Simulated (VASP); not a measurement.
# Ge in VASP: notebook

The runs below take Ge through single point, relaxation of cell and atoms, with PBE.

Everything below comes from runs of VASP 6.6.1. Logs are shortened: lines on timing, memory, paths and dates and some standing lists are left out, and cuts for length are marked.

## (1) The cell of the first run

The typed cell holds 2 atoms: a = 4.074 Å, b = 4.074 Å, c = 4.074 Å, α = 120.00°, β = 120.00°, γ = 90.00°.

The cell was built from a structure type or drawn by symmetry, and may not be a known phase.

## (2) Single point, PBE

The input, INCAR:

```
ALGO     = Normal         # electronic algorithm
EDIFF    = 1E-6           # SCF threshold, eV
ENCUT    = 520            # plane-wave cutoff, eV
GGA      = PE             # functional
ISIF     = 2              # what is computed and relaxed
ISMEAR   = 0              # smearing method
LASPH    = T              # aspherical terms in the spheres
LCHARG   = T              # write CHGCAR
LELF     = T              # ELF
LREAL    = F              # projectors in reciprocal space
LVHAR    = T            
LWAVE    = F              # write WAVECAR
NBANDS   = 21             # bands
NELM     = 80             # most SCF steps
PREC     = Accurate       # precision mode
SIGMA    = 0.01           # smearing width, eV
```

The input, KPOINTS:

```
k-points
0
Gamma
  12 12 12
```

The input, POSCAR:

```
Ge
1.0
   -2.0367444297      2.0367444297      2.8805516660
    2.0367444297     -2.0367444297      2.8805516660
    2.0367444297      2.0367444297     -2.8805516660
Ge
2
Direct
    0.2500000000      0.7500000000      0.5000000000
    0.5000000000      0.5000000000      0.0000000000
```

Potentials or basis: VASP PAW PBE potentials, release 64 (Ge_d).

Launch:

```
$ cat potpaw_PBE.64/Ge_d/POTCAR > POTCAR
$ mpirun -np 1 vasp_std > vasp.out
```

OUTCAR:

```text
EDIFF = 1E-6
   ENCUT = 520
   GGA = PE
   ISIF = 2
   ISMEAR = 0
   LASPH = T
   LREAL = F
   NELM = 80
   PREC = Accurate

 ion  position               nearest neighbor table
   1  0.250  0.750  0.500-   2 2.49   2 2.49   2 2.49   2 2.49
   2  0.500  0.500  0.000-   1 2.49   1 2.49   1 2.49   1 2.49

  LATTYP: Found a body centered tetragonal cell.
 ALAT       =     4.0734888594
 C/A-ratio  =     1.4142921537

  Lattice vectors:

 A1 = (  -2.0367444297,   2.0367444297,   2.8805516660)
 A2 = (   2.0367444297,  -2.0367444297,   2.8805516660)
 A3 = (   2.0367444297,   2.0367444297,  -2.8805516660)

Analysis of symmetry for initial positions (statically):
=====================================================================
 Subroutine PRICEL returns:
 Original cell was already a primitive cell.

 Routine SETGRP: Setting up the symmetry group for a
 body centered tetragonal supercell.

 Subroutine GETGRP returns: Found 16 space group operations
 (whereof  8 operations were pure point group operations)
 out of a pool of 16 trial point group operations.

The static configuration has the point symmetry D_2d.
 The point group associated with its full space group is D_4h.

Analysis of symmetry for dynamics (positions and initial velocities):
=====================================================================
 Subroutine PRICEL returns:
 Original cell was already a primitive cell.

 Routine SETGRP: Setting up the symmetry group for a
 body centered tetragonal supercell.

 Subroutine GETGRP returns: Found 16 space group operations
 (whereof  8 operations were pure point group operations)
 out of a pool of 16 trial point group operations.

The dynamic configuration has the point symmetry D_2d.
 The point group associated with its full space group is D_4h.

 Subroutine INISYM returns: Found 16 space group operations
 (whereof  8 operations are pure point group operations),
 and found     1 'primitive' translations

----------------------------------------------------------------------------------------

                                     Primitive cell

  volume of cell :      47.7979

  direct lattice vectors                    reciprocal lattice vectors
    -2.036744430  2.036744430  2.880551666     0.000000000  0.245489808  0.173577862
     2.036744430 -2.036744430  2.880551666     0.245489808  0.000000000  0.173577862
     2.036744430  2.036744430 -2.880551666     0.245489808  0.245489808  0.000000000

  length of vectors
     4.073602048  4.073602048  4.073602048     0.300656815  0.300656815  0.347175017

  position of ions in fractional coordinates (direct lattice)
     0.250000000  0.750000000  0.500000000
     0.500000000  0.500000000  0.000000000

  ion indices of the primitive-cell ions
   primitive index   ion index
                 1           1
                 2           2

----------------------------------------------------------------------------------------

 KPOINTS: k-points

Automatic generation of k-mesh.
 Grid dimensions read from file:
 generate k-points for:   12   12   12

 Generating k-lattice:

  Cartesian coordinates                     Fractional coordinates (reciprocal lattice)
     0.000000000  0.020457484  0.014464822     0.083333333 -0.000000000  0.000000000
     0.020457484  0.000000000  0.014464822    -0.000000000  0.083333333  0.000000000
     0.020457484  0.020457484  0.000000000     0.000000000  0.000000000  0.083333333

  Length of vectors
     0.025054735  0.025054735  0.028931251

  Shift w.r.t. Gamma in fractional coordinates (k-lattice)
     0.000000000  0.000000000  0.000000000

 Subroutine IBZKPT returns following result:
 ===========================================

 Found    163 irreducible k-points:

 Following reciprocal coordinates:
            Coordinates               Weight
  0.000000  0.000000  0.000000      1.000000
  0.083333  0.000000 -0.000000      8.000000
  0.166667 -0.000000  0.000000      8.000000
  0.250000  0.000000  0.000000      8.000000
  0.333333  0.000000  0.000000      8.000000
  0.416667  0.000000 -0.000000      8.000000
[... 16 lines left out ...]
  0.500000  0.166667  0.000000     16.000000
 -0.416667  0.166667  0.000000     16.000000
 [... further k-points ...]
   k-points           NKPTS =    163   k-points in BZ     NKDIM =    163   number of bands    NBANDS=     21
   number of dos      NEDOS =    301   number of ions     NIONS =      2
   total plane-waves  NPLWV =  27000
   dimension x,y,z NGX =    30 NGY =   30 NGZ =   30
   dimension x,y,z NGXF=    60 NGYF=   60 NGZF=   60
   ions per type =               2
   NGX,Y,Z   is equivalent  to a cutoff of  12.24, 12.24, 12.24 a.u.
   NGXF,Y,Z  is equivalent  to a cutoff of  24.49, 24.49, 24.49 a.u.
 SYSTEM =  unknown system
   PREC   = accura    normal or accurate (medium, high low for compatibility)
   ISTART =      0    job   : 0-new  1-cont  2-samecut
   ICHARG =      2    charge: 1-file 2-atom 10-const
   ISPIN  =      1    spin polarized calculation?
   LNONCOLLINEAR =      F non collinear calculations
   LSORBIT =      F    spin-orbit coupling
   LASPH  =      T    aspherical Exc in radial PAW
   ENCUT  =  520.0 eV  38.22 Ry    6.18 a.u.   7.57  7.57  7.57*2*pi/ulx,y,z
   NELM   =     80;   NELMIN=  2; NELMDL= -5     # of ELM steps
   EDIFF  = 0.1E-05   stopping-criterion for ELM
   LREAL  =      F    real-space projection
[... 7 lines left out ...]
   TEBEG  =    0.0;   TEEND  =   0.0 temperature during run
   PSTRESS=    0.0 pullay stress
   NELECT =      28.0000    total number of electrons
   NUPDOWN=      -1.0000    fix difference up-down
   EMIN   =  10.00;   EMAX   =-10.00  energy-range for DOS
   EFERMI =   0.00;   METHOD = LEGACY
   ISMEAR =     0;   SIGMA  =   0.01  broadening in eV -4-tet -1-fermi 0-gaus
   EFERMI_NEDOS =   21; number of points for ismear=-14 and -15
   IALGO  =     38    algorithm
   IMIX   =      4    mixing-type and parameters
     AMIX     =   0.40;   BMIX     =  1.00
     AMIX_MAG =   1.60;   BMIX_MAG =  1.00
  volume/ion in A,a.u.               =      23.90       161.28
  Fermi-wavevector in a.u.,A,eV,Ry     =   1.369802  2.588551 25.529410  1.876359
  Thomas-Fermi vector in A             =   2.495645
   LORBIT       =      0    0 simple, 1 ext, 2 COOP (PROOUT), +10 PAW based schemes
   GGA     = PE    functional components
   LHFCALC =     F    Hartree Fock is set to
   AEXX    =    0.0000 exact exchange contribution
   IVDW    =     0    specifies the selected vdW correction
   LEPSILON=     F    determine dielectric tensor
   LRPA    =     F    only Hartree local field effects (RPA)
 non-spin polarized calculation
 Gauss-broadening in eV      SIGMA  =   0.01
  energy-cutoff  :      520.00
  volume of cell :       47.80
 maximum number of plane-waves:      1305
   NGX = 15   NGY = 15   NGZ = 15

 number of electron      27.9999979 magnetization

 Free energy of the ion-electron system (eV)
  ---------------------------------------------------
  ext. energy  EPLUGINS =         0.00000000
  ---------------------------------------------------
  free energy    TOTEN  =        -9.03591897 eV

  energy without entropy =       -9.03590994  energy(sigma->0) =       -9.03591445

 E-fermi :   4.4821     XC(G=0):  -9.6702

 val. band max:        4.4791900545   @ k =   0.0000   0.0000   0.0000
 cond. band min:       4.5041837159   @ k =   0.5000   0.0000   0.0000
 fundamental gap:      0.0249936615
 Fermi energy:         4.4820722006

 k-point     1 :       0.0000    0.0000    0.0000
  band No.  band energies     occupation
      1     -20.2669      2.00000
      2     -20.2669      2.00000
      3     -20.2669      2.00000
      4     -20.2348      2.00000
      5     -20.2348      2.00000
      6     -20.0517      2.00000
[... 13 lines left out ...]
     20      13.8173      0.00000
     21      13.8184      0.00000

 k-point     2 :       0.0833    0.0000   -0.0000
  band No.  band energies     occupation
      1     -20.2706      2.00000
      2     -20.2705      2.00000
      3     -20.2659      2.00000
      4     -20.2299      2.00000
      5     -20.2299      2.00000
      6     -20.0584      2.00000
[... 13 lines left out ...]
     20      13.2894      0.00000
     21      13.2902      0.00000

 k-point     3 :       0.1667   -0.0000    0.0000
  band No.  band energies     occupation
      1     -20.2771      2.00000
      2     -20.2771      2.00000
      3     -20.2631      2.00000
      4     -20.2200      2.00000
      5     -20.2199      2.00000
      6     -20.0676      2.00000
[... 13 lines left out ...]
     20      12.7566      0.00000
     21      12.7572      0.00000

 k-point     4 :       0.2500    0.0000    0.0000
  band No.  band energies     occupation
      1     -20.2826      2.00000
      2     -20.2826      2.00000
      3     -20.2592      2.00000
      4     -20.2103      2.00000
      5     -20.2103      2.00000
      6     -20.0754      2.00000
[... 13 lines left out ...]
     20      12.7269      0.00000
     21      12.7271      0.00000

 k-point     5 :       0.3333    0.0000    0.0000
  band No.  band energies     occupation
      1     -20.2861      2.00000
      2     -20.2861      2.00000
      3     -20.2553      2.00000
      4     -20.2033      2.00000
      5     -20.2033      2.00000
      6     -20.0805      2.00000
[... 13 lines left out ...]
     20      13.3202      0.00000
     21      13.3203      0.00000
[... 382 lines left out ...]
     20      13.4023      0.00000
     21      15.2167      0.00000

 k-point    22 :       0.4167    0.1667   -0.0000
  band No.  band energies     occupation
      1     -20.3028      2.00000
      2     -20.2934      2.00000
      3     -20.2317      2.00000
      4     -20.1878      2.00000
      5     -20.1816      2.00000
      6     -20.1025      2.00000
[... 13 lines left out ...]
     20      13.9758      0.00000
     21      14.5898      0.00000

 k-point    23 :       0.5000    0.1667    0.0000
  band No.  band energies     occupation
      1     -20.3025      2.00000
      2     -20.2914      2.00000
      3     -20.2366      2.00000
      4     -20.1871      2.00000
      5     -20.1799      2.00000
      6     -20.1141      2.00000
[... 13 lines left out ...]
     20      15.1379      0.00000
     21      15.4495      0.00000

 k-point    24 :      -0.4167    0.1667    0.0000
  band No.  band energies     occupation
      1     -20.2990      2.00000
      2     -20.2884      2.00000
      3     -20.2460      2.00000
      4     -20.1948      2.00000
      5     -20.1770      2.00000
      6     -20.1199      2.00000
[... 13 lines left out ...]
     20      14.2976      0.00000
     21      15.3988      0.00000

 [... further k-points ...]

------------------------ aborting loop because EDIFF is reached ----------------------------------------

  FORCE on cell =-STRESS in cart. coord.  units (eV):
  Direction    XX          YY          ZZ          XY          YZ          ZX
  --------------------------------------------------------------------------------------
  -------------------------------------------------------------------------------------
  Total       -0.0342318     -0.0342318     -0.0351396      0.0000000     -0.0000000      0.0000000
  in kB       -1.1474429     -1.1474429     -1.1778723      0.0000000     -0.0000000      0.0000000
  external PRESSURE =      -1.1575861 kB  Pullay stress =       0.0000000 kB

 VOLUME and BASIS-vectors are now :
 -----------------------------------------------------------------------------
  energy-cutoff  :      520.00
  volume of cell :       47.80
      direct lattice vectors                 reciprocal lattice vectors
    -2.036744430  2.036744430  2.880551666     0.000000000  0.245489808  0.173577862
     2.036744430 -2.036744430  2.880551666     0.245489808  0.000000000  0.173577862
     2.036744430  2.036744430 -2.880551666     0.245489808  0.245489808  0.000000000

 POSITION                                       TOTAL-FORCE (eV/Angst)
 -----------------------------------------------------------------------------------
      2.03674      0.00000      1.44028         0.000000     -0.000000      0.000000
      0.00000      0.00000      2.88055        -0.000000      0.000000     -0.000000
 -----------------------------------------------------------------------------------
    total drift:                                0.000000     -0.000000      0.000000

  FREE ENERGIE OF THE ION-ELECTRON SYSTEM (eV)
  ---------------------------------------------------
  free  energy   TOTEN  =        -9.0359189709 eV

  energy  without entropy=       -9.0359099365  energy(sigma->0) =       -9.03591445
```

Run time: 2.8 min. Hardware: 1 thread of Intel Xeon 8259CL, shared host; peak memory 0.26 GiB.

Results:

| Property | Result |
| --- | --- |
| Free energy | -9.0359 eV |
| Pressure | -0.1 GPa |
| Band gap on the k mesh | zero (filled and empty bands touch) |

Levels at points of the mesh, in eV from the Fermi level:
```csv
k point,band 12,band 13,band 14,band 15,band 16,band 17
"(0.00, 0.00, 0.00)",-0.45,0.00,0.00,0.00,2.53,2.53
"(0.50, 0.00, 0.00)",-7.36,-1.33,-1.33,0.02,3.71,3.71
"(0.50, 0.50, 0.00)",-8.69,-2.89,-2.89,0.82,0.82,9.07
"(0.50, 0.50, 0.50)",-8.69,-2.89,-2.89,0.82,0.82,9.07
```

Caveat: semilocal functionals underestimate gaps, so a narrow gap can read as zero.

## (3) Relaxation of cell and atoms, PBE

The input, INCAR:

```
PREC     = Accurate       # precision mode
ENCUT    = 600            # plane-wave cutoff, eV
EDIFF    = 1E-6           # SCF threshold, eV
ISMEAR   = 0              # smearing method
SIGMA    = 0.01           # smearing width, eV
LREAL    = False          # projectors in reciprocal space
LASPH    = True           # aspherical terms in the spheres
NELM     = 80             # most SCF steps
ALGO     = Normal         # electronic algorithm
ISIF     = 3              # what is computed and relaxed
LWAVE    = False          # write WAVECAR
LCHARG   = False          # write CHGCAR
GGA      = PE             # functional
IBRION   = 2              # ionic algorithm
NSW      = 100            # ionic steps
EDIFFG   = -0.01          # ionic threshold
```

The input, KPOINTS:

```
Automatic mesh
0
Gamma
  12 12 12
```

The input, POSCAR:

```
Ge
1.0
   -2.0560237478      2.0560237478      2.8310026140
    2.0560237478     -2.0560237478      2.8310026140
    2.0560237478      2.0560237478     -2.8310026140
Ge
2
Direct
    0.2500000000      0.7500000000      0.5000000000
    0.5000000000      0.5000000000      0.0000000000
```

Potentials or basis: VASP PAW PBE potentials, release 64 (Ge_d).

Launch:

```
$ cat potpaw_PBE.64/Ge_d/POTCAR > POTCAR
$ mpirun -np 1 vasp_std > vasp.out
```

Wall time 12 min (1 thread of Intel Xeon 8259CL, shared host); peak memory 0.29 GiB.

It converged, with:

| Quantity | Value |
| --- | --- |
| Free energy | -9.0362 eV |
| Relaxed volume | 23.89 Å³/atom |
| Relaxed cell | a = 4.073 Å, b = 4.073 Å, c = 4.073 Å, α = 120.02°, β = 120.02°, γ = 89.97° |
| Space group after relaxing (to 0.1 Å) | Fd-3m (No. 227) |
| Energy gained by relaxing | 2.3 meV/atom |
| Ionic steps | 10 |
| Pressure after relaxing | 0.0 GPa |
| Band gap on the k mesh | zero (filled and empty bands touch) |

The path:
```
step  energy change (eV)  largest force (eV/Å)  pressure (GPa)  volume (Å³)
   1              0.0000                0.0000           -0.18        47.87
   2             -0.0033                0.0000            0.23        47.68
   3             -0.0042                0.0000            0.37        47.54
   4             -0.0043                0.0000            0.46        47.50
   5             -0.0044                0.0000           -0.16        47.98
   6             -0.0046                0.0000            0.12        47.73
   7             -0.0046                0.0000           -0.24        47.82
   8             -0.0046                0.0000            0.14        47.76
   9             -0.0046                0.0000           -0.09        47.79
  10             -0.0046                0.0000           -0.05        47.78
```

Final structure:
```
CELL_PARAMETERS angstrom
-2.03616 2.03616 2.88097
2.03616 -2.03616 2.88097
2.03616 2.03616 -2.88097
ATOMIC_POSITIONS crystal
Ge 0.25000 0.75000 0.50000
Ge 0.50000 0.50000 0.00000
```

Levels at points of the mesh, in eV from the Fermi level:
```csv
k point,band 11,band 12,band 13,band 14,band 15,band 16,band 17,band 18
"(0.00, 0.00, 0.00)",-12.38,-0.45,-0.01,0.00,0.00,2.53,2.53,2.53
"(0.50, 0.00, 0.00)",-10.42,-7.36,-1.33,-1.33,0.02,3.71,3.72,7.10
"(0.50, 0.50, 0.00)",-8.69,-8.69,-2.89,-2.89,0.81,0.81,9.07,9.07
"(0.50, 0.50, 0.50)",-8.69,-8.69,-2.89,-2.89,0.82,0.82,9.07,9.07
```

Caveat: semilocal functionals underestimate gaps, so a narrow gap can read as zero.

(Continued in part 2 of 2.)
